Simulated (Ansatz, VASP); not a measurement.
Two plane-wave programs on BiH

```xyz
4
Lattice="4.7827 0.0000 0.0000 0.0000 3.1650 0.0000 0.0000 0.0000 4.8831" Properties=species:S:1:pos:R:3 pbc="T T T"
Bi    3.5870    0.0000    3.3547
Bi    1.1957    0.0000    1.5284
H     3.5870    1.5825    0.9180
H     1.1957    1.5825    3.9651
```

Alike in both runs: task single point; functional PBE; k mesh 4 × 6 × 4; occupations gaussian, width 0.1 eV; no spin polarisation.

|  | VASP | Ansatz |
| --- | --- | --- |
| version | VASP 6.6.1 | Ansatz 0.2.0 |
| potentials or method | VASP PAW PBE potentials, release 64 (Bi_d, H), cutoff 520 eV | scalar-relativistic, plane waves, PAW |
| valence electrons in the cell | 32 | 32 |

Ansatz gave:

| Property | Result |
| --- | --- |
| gap on the k mesh at the Fermi level (eV) | none |
| pressure (GPa) | 1.4 |
| traceless stress, the component that is largest in VASP (GPa) | -3.57 |
| rms of the force components (eV/Å) | 0.522 |

Problem. What did VASP give for the same quantities?

Solution. gap on the k mesh at the Fermi level (eV): none; pressure (GPa): 1.4; traceless stress, the component that is largest in VASP (GPa): -3.59; rms of the force components (eV/Å): 0.523.

Atom by atom the forces differ by 0.001 eV/Å (rms over components). A gap of «none» marks a metal or a gap that the smearing closes.

Neither program's run includes spin-orbit coupling.
